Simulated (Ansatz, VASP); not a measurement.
**One calculation of TiS2, two programs**

Contents of INCAR:

```
SYSTEM = TiS2
ALGO     = Normal         ! electronic algorithm
EDIFF    = 1E-7           ! SCF threshold, eV
EDIFFG   = -0.001         ! ionic threshold
ENCUT    = 500            ! plane-wave cutoff, eV
GGA      = PE             ! functional
GGA_COMPAT= .False.      
IBRION   = 2              ! ionic algorithm
ISIF     = 3              ! what is computed and relaxed
ISMEAR   = -1             ! smearing method
IVDW     = 12             ! dispersion correction
LASPH    = .True.         ! aspherical terms in the spheres
LCHARG   = .False.        ! write CHGCAR
LREAL    = .False.        ! projectors in reciprocal space
LWAVE    = .False.        ! write WAVECAR
NELM     = 120            ! most SCF steps
NELMIN   = 4            
NSW      = 80             ! ionic steps
PREC     = Accurate       ! precision mode
SIGMA    = 0.15           ! smearing width, eV
```

Contents of KPOINTS:

```
k-points
0
Gamma
  15 15 8
  0 0 0
```

Contents of POSCAR:

```
TiS2
1.0
    3.3605463369      0.0000000000      0.0000000000
   -1.6802731685      2.9103184984      0.0000000000
    0.0000000000      0.0000000000      5.5201198229
Ti S
1 2
Direct
    0.0000000000      0.0000000000      0.0000000000
    0.3333333333      0.6666666667      0.2586701198
    0.6666666667      0.3333333333      0.7413298802
```

Input for Ansatz:

```yaml
crystal:
  lattice:
    - [3.3605463369, 0.0, 0.0]
    - [-1.6802731685, 2.9103184984, 0.0]
    - [0.0, 0.0, 5.5201198229]
  atoms:
    - { symbol: Ti, position: [0.0, 0.0, 0.0] }
    - { symbol: S, position: [0.3333333333, 0.6666666667, 0.2586701198] }
    - { symbol: S, position: [0.6666666667, 0.3333333333, 0.7413298802] }
basis:
  ecutwfc: 420
kpoints:
  mp_grid: { grid: [15, 15, 8] }
hamiltonian:
  xc: pbe
  dispersion: d3bj
scf:
  occupations: { method: fermi_dirac, width: 0.15 }
output:
  forces: true
  stress: true
  eigenvalues: true
relax:
  adjacent_minimum: "off"
  f_tol: 0.001
  max_steps: 60
  cell: { stress_tol: 0.01 }
```

Alike in both runs: task relaxation of cell and atoms; functional PBE; dispersion D3(BJ); k mesh 15 × 15 × 8; occupations fermi-dirac, width 0.15 eV; no spin polarisation.

```csv
,VASP,Ansatz
version,VASP 6.6.1,Ansatz 0.2.0
potentials or method,"VASP PAW PBE potentials, release 64 (Ti_sv, S), cutoff 500 eV","scalar-relativistic, plane waves, PAW"
valence electrons in the cell,24,24
```

```tsv
	VASP	Ansatz	Ansatz less VASP
gap on the k mesh at the Fermi level, each at its own relaxed structure (eV)	none	none	-
relaxed volume (Å³/atom)	17.93	17.96	+0.028
relaxed cell length with the largest relative difference (Å)	3.355	3.358	+0.0022
```

A gap of «none» marks a metal or a gap that the smearing closes.
